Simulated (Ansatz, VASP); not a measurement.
# TiC: VASP beside Ansatz

```
Ti C
1.0
     3.05371    0.00000    0.00000
     1.52686    2.64459    0.00000
     1.52686    0.88153    2.49334
Ti C
1 1
Direct
  0.00000 0.00000 0.00000
  0.50000 0.50000 0.50000
```

Alike in both runs: task single point; functional PBE; k mesh 10 × 10 × 10; no spin polarisation.

|  | VASP | Ansatz |
| --- | --- | --- |
| version | VASP 6.6.1 | Ansatz 0.2.0 |
| potentials or method | VASP PAW PBE potentials, release 64 (Ti_sv, C) | plane waves, PAW |
| plane-wave cutoff (eV) | 600 | 420 |
| occupations | fermi-dirac, width 0.1 eV | fermi-dirac |
| valence electrons in the cell | 16 | 16 |

VASP gave:

```
gap on the k mesh at the Fermi level (eV) : none
pressure (GPa)                            : 2.7
```

**Question.** Estimate Ansatz's values.

**Answer.** gap on the k mesh at the Fermi level (eV): none; pressure (GPa): 2.6.

A gap of «none» marks a metal or a gap that the smearing closes.
